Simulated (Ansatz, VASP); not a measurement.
# ReB in VASP and in Ansatz

```
Re B
1.0
     2.53488    0.00000    0.00000
     0.00000    2.53488    0.00000
     0.00000    0.00000    4.30172
Re B
1 1
Direct
  0.00000 0.00000 0.50000
  0.00000 0.00000 0.00000
```

Alike in both runs: functional PBE; k mesh 22 × 22 × 14; occupations gaussian, width 0.1 eV; no spin polarisation.

Ansatz relaxed the structure, and its values are those at the end. VASP's run is a single point on that final structure, the one shown.

```csv
,VASP,Ansatz
version,VASP 6.6.1,Ansatz 0.2.0
potentials or method,"VASP PAW PBE potentials, release 64 (Re, B), cutoff 520 eV","scalar-relativistic, plane waves, PAW"
valence electrons in the cell,10,18
```

```csv
,VASP,Ansatz,Ansatz less VASP
gap on the k mesh at the Fermi level (eV),none,none,-
pressure (GPa),-0.3,0.0,+0.32
```

A gap of «none» marks a metal or a gap that the smearing closes. The functional is the same, so the differences come from potentials, cutoffs and numerics. VASP's potentials hold 10 valence electrons a cell and Ansatz's 18, so a difference there can come from the potentials and not from the codes.

Spin-orbit coupling is off throughout.
